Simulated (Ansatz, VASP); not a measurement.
LiBr: VASP beside Ansatz

```
Li Br
1.0
     0.00000    2.73955    2.73955
     2.73955    0.00000    2.73955
     2.73955    2.73955    0.00000
Li Br
1 1
Direct
  0.00000 0.00000 0.00000
  0.50000 0.50000 0.50000
```

Alike in both runs: task single point; functional PBEsol; k mesh 4 × 4 × 4; no spin polarisation.

|  | VASP | Ansatz |
| --- | --- | --- |
| version | VASP 6.6.1 | Ansatz 0.2.0 |
| potentials or method | VASP PAW PBE potentials, release 64 (Li_sv, Br) | plane waves, PAW |
| plane-wave cutoff (eV) | 750 | 420 |
| occupations | gaussian, width 0.01 eV | fixed |
| valence electrons in the cell | 10 | 10 |

|  | VASP | Ansatz | Ansatz less VASP |
| --- | --- | --- | --- |
| gap on the k mesh at the Fermi level (eV) | 4.81 | 4.81 | -0.002 |

VASP's potentials were made for PBE, not for PBEsol.

The k mesh is coarse, so the values compare programs but aren't converged.
